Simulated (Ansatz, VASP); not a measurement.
Ir in VASP and in Ansatz

The input INCAR:

```
SYSTEM = Ir
PREC = Accurate
ENCUT = 520
EDIFF = 1E-6
ISMEAR = 0
SIGMA = 0.15
LREAL = .False.
LASPH = .True.
NELM = 60
ALGO = Fast
ISIF = 2
LWAVE = .False.
LCHARG = .True.
GGA = PE
LELF = .True.
LVHAR = .True.
NBANDS = 16
```

Contents of KPOINTS:

```
Automatic mesh
0
Gamma
  12 12 8
  0 0 0
```

The input POSCAR:

```
Ir
1.0
    2.5077878268     -0.0597986202      0.0720654417
   -1.3056810376      2.3044141724     -0.1041479726
    0.1167821686     -0.1274568607      4.6419965885
Ir
2
Direct
    0.6389803454      0.3620789061      0.7534262406
    0.3610196546      0.6379210939      0.2465737594
```

Input for Ansatz:

```yaml
crystal:
  lattice:
    - [2.5077878268, -0.0597986202, 0.0720654417]
    - [-1.3056810376, 2.3044141724, -0.1041479726]
    - [0.1167821686, -0.1274568607, 4.6419965885]
  atoms:
    - { symbol: Ir, position: [0.6389803454, 0.3620789061, 0.7534262406] }
    - { symbol: Ir, position: [0.3610196546, 0.6379210939, 0.2465737594] }
basis:
  ecutwfc: 420
kpoints:
  mp_grid: { grid: [12, 12, 8] }
hamiltonian:
  xc: pbe
scf:
  occupations: { method: gaussian, width: 0.15 }
output:
  forces: true
  stress: true
  eigenvalues: true
```

Change from the starting cell: all atoms moved at random, sigma 0.15 Å a component, cell strained at random, sigma 0.06.

Alike in both runs: task single point; functional PBE; k mesh 12 × 12 × 8; occupations gaussian, width 0.15 eV; no spin polarisation.

|  | VASP | Ansatz |
| --- | --- | --- |
| version | VASP 6.6.1 | Ansatz 0.2.0 |
| potentials or method | VASP PAW PBE potentials, release 64 (Ir), cutoff 520 eV | scalar-relativistic, plane waves, PAW |
| valence electrons in the cell | 18 | 34 |

```csv
,VASP,Ansatz,Ansatz less VASP
gap on the k mesh at the Fermi level (eV),none,none,-
pressure (GPa),55.9,54.6,-1.34
"traceless stress, the component that is largest in VASP (GPa)",35.13,35.09,-0.046
rms of the force components (eV/Å),0.920,0.916,-0.0040
```

Atom by atom the forces differ by 0.007 eV/Å (rms over components). A gap of «none» marks a metal or a gap that the smearing closes. Both programs put the cell under a high pressure, so it lies far from rest at this level. The functional is the same, so the differences come from potentials, cutoffs and numerics. VASP's potentials hold 18 valence electrons a cell and Ansatz's 34, so a difference there can come from the potentials and not from the codes.

Neither program's run includes spin-orbit coupling.
